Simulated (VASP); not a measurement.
S: single point with HSE06

The system is S.

```
CELL_PARAMETERS angstrom
14.00000 0.00000 0.00000
0.00000 14.40000 0.00000
0.00000 0.00000 14.80000
ATOMIC_POSITIONS crystal
S 0.50000 0.50000 0.50000
```

| Property | Result |
| --- | --- |
| Program | VASP 6.6.1 |
| Task | single point |
| Functional | HSE06 |
| Potentials or basis | VASP PAW PBE potentials, release 64 (S) |
| Cutoff | 520 eV |
| k mesh | 1 × 1 × 1 |
| Occupations | fermi-dirac, width 0.01 eV |
| Spin | collinear spin |
| Starting moments | [2.0] μB |

```
Pressure                                              : 0.0 GPa
Band gap on the k mesh                                : 2.32 eV
Net moment                                            : 2.00 μB per cell
Site moments                                          : S +1.12 μB
Valence electrons inside the program's atomic spheres : S 3.50
```

Levels at points of the mesh, in eV from the valence-band top:
Spin up:
```tsv
k point	band 1	band 2	band 3	band 4	band 5	band 6	band 7	band 8
(0.00, 0.00, 0.00)	-13.04	-2.15	-2.15	-0.69	6.63	7.29	7.47	7.50
```
Spin down:
| k point | band 1 | band 2 | band 3 | band 4 | band 5 | band 6 | band 7 |
| --- | --- | --- | --- | --- | --- | --- | --- |
| (0.00, 0.00, 0.00) | -10.10 | 0.00 | 2.32 | 2.32 | 6.80 | 7.41 | 7.58 |

Wall time 24 min on 1 thread of Intel(R) Xeon(R) 6975P-C (Granite Rapids), on a shared host, peak memory 2.8 GiB.

Caveat: the PAW data sets were made with another functional, which shifts forces and pressure a little.
